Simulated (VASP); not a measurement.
# BP (kk07) (F-43m) in VASP: vibrations by perturbation theory with LDA

Aim: the vibrations by perturbation theory of BP (kk07) with LDA.

Program: VASP 6.6.1. These are calculated values, not measurements. Logs are shortened: lines on timing, memory, paths and dates and some standing lists are left out, and cuts for length are marked.

### Step 1. The cell of the first run

Symmetry: F-43m, No. 216, cubic system. Conventional cell: a = 4.491 Å, b = 4.491 Å, c = 4.491 Å, α = 90.00°, β = 90.00°, γ = 90.00°. Within 2.6 Å of B (site symmetry -43m) lie 4 P at 1.94 Å. Within 2.6 Å of P (site symmetry -43m) lie 4 B at 1.94 Å.

### Step 2. Vibrations by perturbation theory, LDA

Input file INCAR:

```
  PREC = Accurate
  ENCUT = 520
  EDIFF = 1E-8
  ISMEAR = 0
  SIGMA = 0.01
  LREAL = F
  LASPH = T
  NELM = 100
  ALGO = Normal
  ISIF = 2
  LWAVE = F
  LCHARG = F
  NBANDS = 11
  IBRION = 8
  NSW = 1
  LEPSILON = T
```

Input file KPOINTS:

```
Automatic mesh
0
Gamma
  14 14 14
```

Input file POSCAR:

```
BP
1.0
    0.0000000000      2.2452895335      2.2452895335
    2.2452895335      0.0000000000      2.2452895335
    2.2452895335      2.2452895335      0.0000000000
B P
1 1
Direct
    0.0000000000      0.0000000000      0.0000000000
    0.7500000000      0.7500000000      0.7500000000
```

Potentials or basis: VASP PAW LDA potentials, release 64 (B, P).

Run with:

```console
> cat potpaw_LDA.64/B/POTCAR potpaw_LDA.64/P/POTCAR > POTCAR
> mpirun -np 1 vasp_std > vasp.out
```

OUTCAR:

```text
PREC = Accurate
   ENCUT = 520
   EDIFF = 1E-8
   ISMEAR = 0
   LREAL = F
   LASPH = T
   NELM = 100
   ISIF = 2
   IBRION = 8
   NSW = 1
   LEPSILON = T

 ion  position               nearest neighbor table
   1  0.000  0.000  0.000-   2 1.94   2 1.94   2 1.94   2 1.94
   2  0.750  0.750  0.750-   1 1.94   1 1.94   1 1.94   1 1.94

  LATTYP: Found a face centered cubic cell.
 ALAT       =     4.4905790670

  Lattice vectors:

 A1 = (   0.0000000000,   2.2452895335,   2.2452895335)
 A2 = (   2.2452895335,   0.0000000000,   2.2452895335)
 A3 = (   2.2452895335,   2.2452895335,   0.0000000000)

Analysis of symmetry for initial positions (statically):
=====================================================================
 Subroutine PRICEL returns:
 Original cell was already a primitive cell.

 Routine SETGRP: Setting up the symmetry group for a
 face centered cubic supercell.

 Subroutine GETGRP returns: Found 24 space group operations
 (whereof 24 operations were pure point group operations)
 out of a pool of 48 trial point group operations.

The static configuration has the point symmetry T_d .

Analysis of symmetry for dynamics (positions and initial velocities):
=====================================================================
 Subroutine PRICEL returns:
 Original cell was already a primitive cell.

 Routine SETGRP: Setting up the symmetry group for a
 face centered cubic supercell.

 Subroutine GETGRP returns: Found 24 space group operations
 (whereof 24 operations were pure point group operations)
 out of a pool of 48 trial point group operations.

The dynamic configuration has the point symmetry T_d .

 Subroutine INISYM returns: Found 24 space group operations
 (whereof 24 operations are pure point group operations),
 and found     1 'primitive' translations

----------------------------------------------------------------------------------------

                                     Primitive cell

  volume of cell :      22.6385

  direct lattice vectors                    reciprocal lattice vectors
     0.000000000  2.245289533  2.245289533    -0.222688430  0.222688430  0.222688430
     2.245289533  0.000000000  2.245289533     0.222688430 -0.222688430  0.222688430
     2.245289533  2.245289533  0.000000000     0.222688430  0.222688430 -0.222688430

  length of vectors
     3.175318910  3.175318910  3.175318910     0.385707674  0.385707674  0.385707674

  position of ions in fractional coordinates (direct lattice)
     0.000000000  0.000000000  0.000000000
     0.750000000  0.750000000  0.750000000

  ion indices of the primitive-cell ions
   primitive index   ion index
                 1           1
                 2           2

----------------------------------------------------------------------------------------

 KPOINTS: Automatic mesh

Automatic generation of k-mesh.
 Grid dimensions read from file:
 generate k-points for:   14   14   14

 Generating k-lattice:

  Cartesian coordinates                     Fractional coordinates (reciprocal lattice)
    -0.015906316  0.015906316  0.015906316     0.071428571  0.000000000  0.000000000
     0.015906316 -0.015906316  0.015906316     0.000000000  0.071428571  0.000000000
     0.015906316  0.015906316 -0.015906316     0.000000000  0.000000000  0.071428571

  Length of vectors
     0.027550548  0.027550548  0.027550548

  Shift w.r.t. Gamma in fractional coordinates (k-lattice)
     0.000000000  0.000000000  0.000000000

 Subroutine IBZKPT returns following result:
 ===========================================

 Found    104 irreducible k-points:

 Following reciprocal coordinates:
            Coordinates               Weight
  0.000000  0.000000  0.000000      1.000000
  0.071429  0.000000  0.000000      8.000000
[... 438 lines left out ...]
  energy-cutoff  :      520.00
  volume of cell :       22.64
      direct lattice vectors                 reciprocal lattice vectors
     0.000000000  2.245289533  2.245289533    -0.222688430  0.222688430  0.222688430
     2.245289533  0.000000000  2.245289533     0.222688430 -0.222688430  0.222688430
     2.245289533  2.245289533  0.000000000     0.222688430  0.222688430 -0.222688430

 POSITION                                       TOTAL-FORCE (eV/Angst)
 -----------------------------------------------------------------------------------
      0.00000      0.00000      0.00000        -0.000000      0.000000     -0.000000
      3.36793      3.36793      3.36793         0.000000     -0.000000      0.000000
 -----------------------------------------------------------------------------------
    total drift:                               -0.000000     -0.000000     -0.000000

  FREE ENERGIE OF THE ION-ELECTRON SYSTEM (eV)
  ---------------------------------------------------
  free  energy   TOTEN  =       -14.3997149310 eV

  energy  without entropy=      -14.3997149310  energy(sigma->0) =      -14.39971493

 HEAD OF MICROSCOPIC STATIC DIELECTRIC TENSOR (INDEPENDENT PARTICLE, excluding Hartree and local field effects)
 ------------------------------------------------------
           9.643597     0.000000     0.000000
           0.000000     9.643597     0.000000
           0.000000    -0.000000     9.643597
 ------------------------------------------------------

 Free energy of the ion-electron system (eV)
  ---------------------------------------------------
  ---------------------------------------------------
  free energy    TOTEN  =        -0.54150120 eV

  energy without entropy =       -0.54150120

------------------------ aborting loop because EDIFF is reached ----------------------------------------

--------------------------------------- Ionic step        2  -------------------------------------------

------------------------ aborting loop because EDIFF is reached ----------------------------------------

--------------------------------------- Ionic step        3  -------------------------------------------

------------------------ aborting loop because EDIFF is reached ----------------------------------------

 PIEZOELECTRIC TENSOR FIELD DIRECTION 3  (e Angst)
 -----------------------------------------------------------------------------
    -0.00079 -0.24030  0.00000           ( -0.00000 -0.07648  0.00000)
    -0.24030 -0.00079  0.00000           ( -0.07648 -0.00000  0.00000)
     0.00000  0.00000  0.00043           (  0.00000  0.00000 -0.00000)

 PIEZOELECTRIC TENSOR FIELD DIRECTION 3  (C/m^2)
 -----------------------------------------------------------------------------
    -0.00056 -0.17007  0.00000
    -0.17007 -0.00056  0.00000
     0.00000  0.00000  0.00030

--------------------------------------- Ionic step        4  -------------------------------------------

------------------------ aborting loop because EDIFF is reached ----------------------------------------

[... ionic steps 5 to 6 ...]

--------------------------------------- Ionic step        7  -------------------------------------------

 Free energy of the ion-electron system (eV)
  ---------------------------------------------------
  ---------------------------------------------------
  free energy    TOTEN  =        -0.04119789 eV

  energy without entropy =       -0.04119789

------------------------ aborting loop because EDIFF is reached ----------------------------------------

 INTERNAL STRAIN TENSOR  FOR ION    2  DIRECTION 1   (eV/Angst):
 -----------------------------------------------------------------------------
    -0.00482  0.00000  0.00000
     0.00000  0.00443  7.55798
     0.00000  7.55798  0.00443

 MACROSCOPIC STATIC DIELECTRIC TENSOR (including local field effects in DFT)
 ------------------------------------------------------
           9.198388    -0.000000     0.000000
          -0.000000     9.198388     0.000000
          -0.000000     0.000000     9.198388
 ------------------------------------------------------

 PIEZOELECTRIC TENSOR (including local field effects)  for field in x, y, z        (e  Angst)
          XX          YY          ZZ          XY          YZ          ZX
  --------------------------------------------------------------------------------
  x     0.00000    -0.00000     0.00000    -0.00000    -0.23756    -0.00000
  y    -0.00000     0.00000    -0.00000     0.00000    -0.00000    -0.23756
  z    -0.00000    -0.00000     0.00000    -0.23756     0.00000    -0.00000

 PIEZOELECTRIC TENSOR (including local field effects)  for field in x, y, z        (C/m^2)
          XX          YY          ZZ          XY          YZ          ZX
  --------------------------------------------------------------------------------
  x     0.00000    -0.00000     0.00000    -0.00000    -0.16812    -0.00000
  y    -0.00000     0.00000    -0.00000     0.00000    -0.00000    -0.16812
  z    -0.00000    -0.00000     0.00000    -0.16812     0.00000    -0.00000

 BORN EFFECTIVE CHARGES (including local field effects) (in |e|, cummulative output)
 ---------------------------------------------------------------------------------
 ion    1
    1    -0.62217     0.00000     0.00000
    2     0.00000    -0.62217     0.00000
    3     0.00000     0.00000    -0.62217
 ion    2
    1     0.62217     0.00000     0.00000
    2     0.00000     0.62217     0.00000
    3     0.00000     0.00000     0.62217

 INTERNAL STRAIN TENSOR FOR ION    2 for displacements in x,y,z  (eV/Angst):
          X           Y           Z          XY          YZ          ZX
  --------------------------------------------------------------------------------
  x    -0.00000     0.00000     0.00000     0.00000     7.55798     0.00000
  y    -0.00000     0.00000    -0.00000     0.00000     0.00000     7.55798
  z     0.00000     0.00000    -0.00000     7.55798     0.00000     0.00000

 SECOND DERIVATIVES (NOT SYMMETRIZED)
 ------------------------------------
               1X          1Y          1Z          2X          2Y          2Z
  1X   -19.765989    0.000000    0.000000   19.765989    0.000000    0.000000
  1Y     0.000000  -19.765989    0.000000    0.000000   19.765989    0.000000
  1Z     0.000000    0.000000  -19.765989    0.000000    0.000000   19.765989
  2X    19.767939    0.000000    0.000000  -19.767939   -0.000000   -0.000000
  2Y     0.000000   19.767939    0.000000   -0.000000  -19.767939   -0.000000
  2Z     0.000000    0.000000   19.767939   -0.000000   -0.000000  -19.767939

 Eigenvectors and eigenvalues of the dynamical matrix
 ----------------------------------------------------

   1 f  =   24.552412 THz   154.267356 2PiTHz  818.980320 cm-1   101.540573 meV
             X         Y         Z           dx          dy          dz
      0.000000  0.000000  0.000000    -0.860960   -0.000000    0.000000
      3.367934  3.367934  3.367934     0.508673    0.000000    0.000000
[... 21 lines left out ...]
   6 f/i=    0.000530 THz     0.003331 2PiTHz    0.017685 cm-1     0.002193 meV
             X         Y         Z           dx          dy          dz
      0.000000  0.000000  0.000000    -0.000000   -0.508673    0.000000
      3.367934  3.367934  3.367934    -0.000000   -0.860960    0.000000

--------------------------------------------------------------------------------------------------------

 MACROSCOPIC STATIC DIELECTRIC TENSOR IONIC CONTRIBUTION
 ------------------------------------------------------
           0.156528     0.000000    -0.000000
           0.000000     0.156528     0.000000
          -0.000000     0.000000     0.156528
 ------------------------------------------------------

 ELASTIC MODULI CONTR FROM IONIC RELAXATION (kBar)
 Direction    XX          YY          ZZ          XY          YZ          ZX
 --------------------------------------------------------------------------------
 XX          -0.0000      0.0000      0.0000     -0.0000      0.0000      0.0000
 YY           0.0000     -0.0000      0.0000     -0.0000     -0.0000     -0.0000
 ZZ           0.0000      0.0000     -0.0000      0.0000     -0.0000      0.0000
 XY          -0.0000     -0.0000      0.0000   -216.6376      0.0000     -0.0000
 YZ           0.0000     -0.0000     -0.0000      0.0000   -216.6376     -0.0000
 ZX           0.0000     -0.0000      0.0000     -0.0000     -0.0000   -216.6376
 --------------------------------------------------------------------------------

 PIEZOELECTRIC TENSOR IONIC CONTR  for field in x, y, z        (C/m^2)
          XX          YY          ZZ          XY          YZ          ZX
  --------------------------------------------------------------------------------
  x    -0.00000     0.00000     0.00000    -0.00000     0.17327     0.00000
  y    -0.00000     0.00000    -0.00000    -0.00000     0.00000     0.17327
  z     0.00000     0.00000    -0.00000     0.17327    -0.00000     0.00000
```

It took 2.6 min on 1 thread of Intel Xeon 6975P-C (Granite Rapids), shared host; peak memory 0.34 GiB.

Results:

| Item | Value |
| --- | --- |
| Electronic dielectric tensor (diagonal) | 9.20 |
| Born charges (mean of the diagonal) | B -0.62; P +0.62 e |
| Highest phonon frequency at Γ, LO-TO splitting left out | 819 cm⁻¹ |

Phonon frequencies in cm⁻¹ (negative: imaginary):
```tsv
q point	frequencies
(0.000, 0.000, 0.000)	0 0 0 819 819 819
```

Electronic dielectric tensor:
```
9.20 0.00 0.00
0.00 9.20 0.00
0.00 0.00 9.20
```

Born effective charge tensors (e):
atom 1, B
```
-0.62  0.00  0.00
 0.00 -0.62  0.00
 0.00  0.00 -0.62
```
atom 2, P
```
0.62 0.00 0.00
0.00 0.62 0.00
0.00 0.00 0.62
```
